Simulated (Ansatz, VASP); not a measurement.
MgO: VASP beside Ansatz

File INCAR:

```
SYSTEM = MgO
PREC = Accurate
ENCUT = 520
EDIFF = 1E-7
ISMEAR = 0
SIGMA = 0.05
LREAL = .FALSE.
LASPH = .TRUE.
NELM = 60
ALGO = Normal
ISIF = 2
LWAVE = .FALSE.
LCHARG = .TRUE.
GGA = PE
LELF = .TRUE.
LVHAR = .TRUE.
NBANDS = 11
```

Contents of KPOINTS:

```
Automatic mesh
0
G
  10 10 10
  0 0 0
```

The input POSCAR:

```
MgO
1.0
    0.2668681446      2.2683792293      2.2683792293
    2.2683792293      0.2668681446      2.2683792293
    2.2683792293      2.2683792293      0.2668681446
Mg O
1 1
Direct
    0.0000000000      0.0000000000      0.0000000000
    0.5000000000      0.5000000000      0.5000000000
```

Input for Ansatz:

```yaml
crystal:
  lattice:
    - [0.2668681446, 2.2683792293, 2.2683792293]
    - [2.2683792293, 0.2668681446, 2.2683792293]
    - [2.2683792293, 2.2683792293, 0.2668681446]
  atoms:
    - { symbol: Mg, position: [0.0, 0.0, 0.0] }
    - { symbol: O, position: [0.5, 0.5, 0.5] }
basis:
  ecutwfc: 420
kpoints:
  mp_grid: { grid: [10, 10, 10] }
hamiltonian:
  xc: pbe
scf:
  occupations: { method: gaussian, width: 0.05 }
output:
  forces: true
  stress: true
  eigenvalues: true
```

Alike in both runs: task single point; functional PBE; k mesh 10 × 10 × 10; occupations gaussian, width 0.05 eV; no spin polarisation.

|  | VASP | Ansatz |
| --- | --- | --- |
| version | VASP 6.6.1 | Ansatz 0.2.0 |
| potentials or method | VASP PAW PBE potentials, release 64 (Mg, O), cutoff 520 eV | scalar-relativistic, plane waves, PAW |
| valence electrons in the cell | 8 | 16 |

```csv
,VASP,Ansatz,Ansatz less VASP
gap on the k mesh at the Fermi level (eV),3.11,3.13,+0.024
least direct gap on the mesh (eV),3.11,3.13,+0.024
pressure (GPa),0.1,0.8,+0.73
"traceless stress, the component that is largest in VASP (GPa)",-21.57,-21.44,+0.131
```

VASP's potentials hold 8 valence electrons a cell and Ansatz's 16, so a difference there can come from the potentials and not from the codes.
